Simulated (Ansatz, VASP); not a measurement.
Te: VASP beside Ansatz

```
CELL_PARAMETERS angstrom
4.96882 0.00000 0.00000
-2.48441 4.30312 0.00000
0.00000 0.00000 10.98056
ATOMIC_POSITIONS crystal
Te 0.33333 0.66667 0.46624
Te 0.66667 0.33333 0.96624
Te 0.66667 0.33333 0.53376
Te 0.33333 0.66667 0.03376
```

Alike in both runs: functional PBE; k mesh 12 × 12 × 4; occupations gaussian, width 0.1 eV; no spin polarisation.

Ansatz relaxed the structure, and its values are those at the end. VASP's run is a single point on that final structure, the one shown.

|  | VASP | Ansatz |
| --- | --- | --- |
| version | VASP 6.6.1 | Ansatz 0.2.0 |
| potentials or method | VASP PAW PBE potentials, release 64 (Te), cutoff 520 eV | scalar-relativistic, plane waves, PAW |
| valence electrons in the cell | 24 | 64 |

|  | VASP | Ansatz | Ansatz less VASP |
| --- | --- | --- | --- |
| gap on the k mesh at the Fermi level (eV) | none | none | - |
| pressure (GPa) | 0.0 | 0.0 | +0.01 |

A gap of «none» marks a metal or a gap that the smearing closes. With one functional, cell and mesh, what is left measures potentials, basis and numerics. VASP's potentials hold 24 valence electrons a cell and Ansatz's 64, so a difference there can come from the potentials and not from the codes.

Spin-orbit coupling is off throughout.
